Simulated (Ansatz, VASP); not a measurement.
SiBr5: VASP beside Ansatz

```
CELL_PARAMETERS angstrom
0.00000 4.34272 4.34272
4.34272 0.00000 4.34272
4.34272 4.34272 0.00000
ATOMIC_POSITIONS crystal
Si 0.00000 0.00000 0.00000
Br 0.75000 0.75000 0.75000
Br 0.37501 0.37501 0.87498
Br 0.37501 0.87498 0.37501
Br 0.87498 0.37501 0.37501
Br 0.37501 0.37501 0.37501
```

Change from the starting cell: species swapped into the ZrCu5 type (F-43m, No. 216).

Alike in both runs: functional PBE; k mesh 8 × 8 × 8; occupations gaussian, width 0.1 eV; no spin polarisation.

Ansatz relaxed the structure, and its values are those at the end. VASP's run is a single point on that final structure, the one shown.

|  | VASP | Ansatz |
| --- | --- | --- |
| version | VASP 6.6.1 | Ansatz 0.2.0 |
| potentials or method | VASP PAW PBE potentials, release 64 (Si, Br), cutoff 520 eV | scalar-relativistic, plane waves, PAW |
| valence electrons in the cell | 39 | 39 |

```tsv
	VASP	Ansatz	Ansatz less VASP
gap on the k mesh at the Fermi level (eV)	none	none	-
pressure (GPa)	0.0	0.0	0.00
```

A gap of «none» marks a metal or a gap that the smearing closes. With one functional, cell and mesh, what is left measures potentials, basis and numerics.
